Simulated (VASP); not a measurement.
# Nb (P6/mmm) in VASP: a series of runs

The runs below take Nb through single point, with PBE.

Program: VASP 6.6.1. These are calculated values, not measurements. Logs are shortened: lines on timing, memory, paths and dates and some standing lists are left out, and cuts for length are marked.

## Step 1: The cell of the first run

It takes space group P6/mmm (No. 191, hexagonal). Conventional cell: a = 2.485 Å, b = 2.485 Å, c = 2.353 Å, α = 90.00°, β = 90.00°, γ = 120.00°. Within 3.1 Å of Nb (site symmetry 6/mmm) lie 8 Nb at 2.35 to 2.49 Å.

## Step 2: Single point, PBE

Contents of INCAR:

```
  PREC = Accurate
  ENCUT = 520
  EDIFF = 1E-6
  ISMEAR = -1
  SIGMA = 0.05
  LREAL = F
  LASPH = T
  NELM = 80
  ALGO = Normal
  ISIF = 2
  LWAVE = F
  LCHARG = F
  GGA = PE
  NBANDS = 12
```

Contents of KPOINTS:

```
regular mesh
0
Gamma
  15 15 14
```

Contents of POSCAR:

```
Nb
1.0
    2.4853604393      0.0000000000      0.0000000000
   -1.2426802197      2.1523852780      0.0000000000
    0.0000000000      0.0000000000      2.3526249541
Nb
1
Direct
    0.0000000000      0.0000000000      0.0000000000
```

Potentials or basis: VASP PAW PBE potentials, release 64 (Nb_sv).

Command:

```bash
> cat potpaw_PBE.64/Nb_sv/POTCAR > POTCAR
> mpirun -np 1 vasp_std > vasp.out
```

OUTCAR:

```text
PREC = Accurate
   ENCUT = 520
   EDIFF = 1E-6
   ISMEAR = -1
   LREAL = F
   LASPH = T
   NELM = 80
   ISIF = 2
   GGA = PE

 ion  position               nearest neighbor table
   1  0.000  0.000  0.000-

  LATTYP: Found a hexagonal cell.
 ALAT       =     2.4853604393
 C/A-ratio  =     0.9465930643

  Lattice vectors:

 A1 = (   2.4853604393,   0.0000000000,   0.0000000000)
 A2 = (  -1.2426802197,   2.1523852780,   0.0000000000)
 A3 = (   0.0000000000,   0.0000000000,   2.3526249541)

Analysis of symmetry for initial positions (statically):
=====================================================================
 Subroutine PRICEL returns:
 Original cell was already a primitive cell.

 Routine SETGRP: Setting up the symmetry group for a
 hexagonal supercell.

 Subroutine GETGRP returns: Found 24 space group operations
 (whereof 24 operations were pure point group operations)
 out of a pool of 24 trial point group operations.

The static configuration has the point symmetry D_6h.

Analysis of symmetry for dynamics (positions and initial velocities):
=====================================================================
 Subroutine PRICEL returns:
 Original cell was already a primitive cell.

 Routine SETGRP: Setting up the symmetry group for a
 hexagonal supercell.

 Subroutine GETGRP returns: Found 24 space group operations
 (whereof 24 operations were pure point group operations)
 out of a pool of 24 trial point group operations.

The dynamic configuration has the point symmetry D_6h.

 Subroutine INISYM returns: Found 24 space group operations
 (whereof 24 operations are pure point group operations),
 and found     1 'primitive' translations

----------------------------------------------------------------------------------------

                                     Primitive cell

  volume of cell :      12.5853

  direct lattice vectors                    reciprocal lattice vectors
     2.485360439  0.000000000  0.000000000     0.402356127  0.232300418  0.000000000
    -1.242680220  2.152385278  0.000000000     0.000000000  0.464600836  0.000000000
     0.000000000  0.000000000  2.352624954     0.000000000  0.000000000  0.425057125

  length of vectors
     2.485360439  2.485360439  2.352624954     0.464600836  0.464600836  0.425057125

  position of ions in fractional coordinates (direct lattice)
     0.000000000  0.000000000  0.000000000

  ion indices of the primitive-cell ions
   primitive index   ion index
                 1           1

----------------------------------------------------------------------------------------

 KPOINTS: regular mesh

Automatic generation of k-mesh.
 Grid dimensions read from file:
 generate k-points for:   15   15   14

 Generating k-lattice:

  Cartesian coordinates                     Fractional coordinates (reciprocal lattice)
     0.026823742  0.015486695  0.000000000     0.066666667  0.000000000  0.000000000
     0.000000000  0.030973389  0.000000000     0.000000000  0.066666667  0.000000000
     0.000000000  0.000000000  0.030361223     0.000000000  0.000000000  0.071428571

  Length of vectors
     0.030973389  0.030973389  0.030361223

  Shift w.r.t. Gamma in fractional coordinates (k-lattice)
     0.000000000  0.000000000  0.000000000

 Subroutine IBZKPT returns following result:
 ===========================================

 Found    216 irreducible k-points:

 Following reciprocal coordinates:
            Coordinates               Weight
  0.000000  0.000000  0.000000      1.000000
  0.066667 -0.000000  0.000000      6.000000
  0.133333 -0.000000  0.000000      6.000000
  0.200000 -0.000000  0.000000      6.000000
  0.266667 -0.000000  0.000000      6.000000
  0.333333  0.000000  0.000000      6.000000
[... 16 lines left out ...]
  0.333333  0.200000  0.000000     12.000000
  0.400000  0.200000  0.000000      6.000000
 [... further k-points ...]
   k-points           NKPTS =    216   k-points in BZ     NKDIM =    216   number of bands    NBANDS=     12
   number of dos      NEDOS =    301   number of ions     NIONS =      1
   total plane-waves  NPLWV =   5832
   dimension x,y,z NGX =    18 NGY =   18 NGZ =   18
   dimension x,y,z NGXF=    36 NGYF=   36 NGZF=   36
   ions per type =               1
   NGX,Y,Z   is equivalent  to a cutoff of  12.04, 12.04, 12.72 a.u.
   NGXF,Y,Z  is equivalent  to a cutoff of  24.08, 24.08, 25.44 a.u.
 SYSTEM =  unknown system
   PREC   = accura    normal or accurate (medium, high low for compatibility)
   ISTART =      0    job   : 0-new  1-cont  2-samecut
   ICHARG =      2    charge: 1-file 2-atom 10-const
   ISPIN  =      1    spin polarized calculation?
   LNONCOLLINEAR =      F non collinear calculations
   LSORBIT =      F    spin-orbit coupling
   LASPH  =      T    aspherical Exc in radial PAW
   ENCUT  =  520.0 eV  38.22 Ry    6.18 a.u.   4.62  4.62  4.37*2*pi/ulx,y,z
   NELM   =     80;   NELMIN=  2; NELMDL= -5     # of ELM steps
   EDIFF  = 0.1E-05   stopping-criterion for ELM
   LREAL  =      F    real-space projection
   EDIFFG = 0.1E-04   stopping-criterion for IOM
   NSW    =      0    number of steps for IOM
   IBRION =     -1    ionic relax: 0-MD 1-quasi-New 2-CG
   NFREE  =      0    steps in history (QN), initial steepest desc. (CG)
   ISIF   =      2    stress and relaxation
   ISYM   =      2    0-nonsym 1-usesym 2-fastsym
   POTIM  = 0.5000    time-step for ionic-motion
   TEBEG  =    0.0;   TEEND  =   0.0 temperature during run
   PSTRESS=    0.0 pullay stress
   NELECT =      13.0000    total number of electrons
   NUPDOWN=      -1.0000    fix difference up-down
   EMIN   =  10.00;   EMAX   =-10.00  energy-range for DOS
   EFERMI =   0.00;   METHOD = LEGACY
   ISMEAR =    -1;   SIGMA  =   0.05  broadening in eV -4-tet -1-fermi 0-gaus
   EFERMI_NEDOS =   21; number of points for ismear=-14 and -15
   IALGO  =     38    algorithm
   IMIX   =      4    mixing-type and parameters
     AMIX     =   0.40;   BMIX     =  1.00
     AMIX_MAG =   1.60;   BMIX_MAG =  1.00
  volume/ion in A,a.u.               =      12.59        84.93
  Fermi-wavevector in a.u.,A,eV,Ry     =   1.654888  3.127285 37.261650  2.738654
  Thomas-Fermi vector in A             =   2.743078
   LORBIT       =      0    0 simple, 1 ext, 2 COOP (PROOUT), +10 PAW based schemes
   GGA     = PE    functional components
   LHFCALC =     F    Hartree Fock is set to
   AEXX    =    0.0000 exact exchange contribution
   IVDW    =     0    specifies the selected vdW correction
   LEPSILON=     F    determine dielectric tensor
   LRPA    =     F    only Hartree local field effects (RPA)
 non-spin polarized calculation
  energy-cutoff  :      520.00
  volume of cell :       12.59
 maximum number of plane-waves:       354
   NGX =  9   NGY =  9   NGZ =  9

 number of electron      13.0000000 magnetization

 Free energy of the ion-electron system (eV)
  ---------------------------------------------------
  ext. energy  EPLUGINS =         0.00000000
  ---------------------------------------------------
  free energy    TOTEN  =        -7.49569601 eV

  energy without entropy =       -7.48971413  energy(sigma->0) =       -7.49270507

 E-fermi :  17.5193     XC(G=0): -14.4168

 val. band max:       17.5082082499   @ k =   0.3333   0.2000   0.2857
 cond. band min:      17.5246333681   @ k =   0.2000   0.1333   0.5000
 fundamental gap:      0.0164251183
 Fermi energy:        17.5193204455

 k-point     1 :       0.0000    0.0000    0.0000
  band No.  band energies     occupation
      1     -37.8970      2.00000
      2     -11.4822      2.00000
      3     -11.4223      2.00000
      4     -11.4223      2.00000
      5      11.0973      2.00000
      6      12.1973      2.00000
      7      17.0979      1.99956
      8      17.0979      1.99956
      9      25.7862      0.00000
     10      25.7862      0.00000
     11      29.8391      0.00000
     12      35.9411      0.00000

 k-point     2 :       0.0667   -0.0000    0.0000
  band No.  band energies     occupation
      1     -37.8585      2.00000
      2     -11.6401      2.00000
      3     -11.4683      2.00000
      4     -11.4589      2.00000
      5      11.3635      2.00000
      6      12.3448      2.00000
      7      16.7681      2.00000
      8      17.3596      1.92120
      9      25.3360      0.00000
     10      25.7205      0.00000
     11      30.5608      0.00000
     12      36.5524      0.00000

 k-point     3 :       0.1333   -0.0000    0.0000
  band No.  band energies     occupation
      1     -37.7481      2.00000
      2     -12.2335      2.00000
      3     -11.5965      2.00000
      4     -11.3925      2.00000
      5      11.9593      2.00000
      6      12.8158      2.00000
      7      16.1040      2.00000
      8      18.1286      0.00001
      9      24.2602      0.00000
     10      25.5392      0.00000
     11      32.4642      0.00000
     12      38.0603      0.00000
[... 286 lines left out ...]
 k-point    23 :       0.3333    0.2000    0.0000
  band No.  band energies     occupation
      1     -36.8827      2.00000
      2     -15.1848      2.00000
      3     -13.3865      2.00000
      4     -10.8954      2.00000
      5      13.8562      2.00000
      6      14.9206      2.00000
      7      18.2638      0.00000
      8      20.3680      0.00000
      9      22.8877      0.00000
     10      26.7584      0.00000
     11      31.4336      0.00000
     12      32.0490      0.00000

 k-point    24 :       0.4000    0.2000    0.0000
  band No.  band energies     occupation
      1     -36.8452      2.00000
      2     -15.2700      2.00000
      3     -13.4835      2.00000
      4     -10.8748      2.00000
      5      13.7659      2.00000
      6      15.0663      2.00000
      7      18.7648      0.00000
      8      20.2830      0.00000
      9      22.7471      0.00000
     10      27.1849      0.00000
     11      30.9223      0.00000
     12      31.4414      0.00000

 [... further k-points ...]

------------------------ aborting loop because EDIFF is reached ----------------------------------------

  FORCE on cell =-STRESS in cart. coord.  units (eV):
  Direction    XX          YY          ZZ          XY          YZ          ZX
  --------------------------------------------------------------------------------------
  -------------------------------------------------------------------------------------
  Total       11.1057749     11.1057749     11.0994148     -0.0000000      0.0000000      0.0000000
  in kB     1413.8305259   1413.8305259   1413.0208579     -0.0000000      0.0000000      0.0000000
  external PRESSURE =    1413.5606366 kB  Pullay stress =       0.0000000 kB

 VOLUME and BASIS-vectors are now :
 -----------------------------------------------------------------------------
  energy-cutoff  :      520.00
  volume of cell :       12.59
      direct lattice vectors                 reciprocal lattice vectors
     2.485360439  0.000000000  0.000000000     0.402356127  0.232300418  0.000000000
    -1.242680220  2.152385278  0.000000000     0.000000000  0.464600836  0.000000000
     0.000000000  0.000000000  2.352624954     0.000000000  0.000000000  0.425057125

 POSITION                                       TOTAL-FORCE (eV/Angst)
 -----------------------------------------------------------------------------------
      0.00000      0.00000      0.00000         0.000000      0.000000      0.000000
 -----------------------------------------------------------------------------------
    total drift:                                0.000000      0.000000     -0.000000

  FREE ENERGIE OF THE ION-ELECTRON SYSTEM (eV)
  ---------------------------------------------------
  free  energy   TOTEN  =        -7.4956960130 eV

  energy  without entropy=       -7.4897141304  energy(sigma->0) =       -7.49270507
```

It took 33 s on 1 thread of AMD EPYC 7R43 (Zen 3), shared host; peak memory 0.1 GiB.

Results:

* Free energy: -7.4957 eV
* Pressure: 141.4 GPa

[end of part 1 of 2]
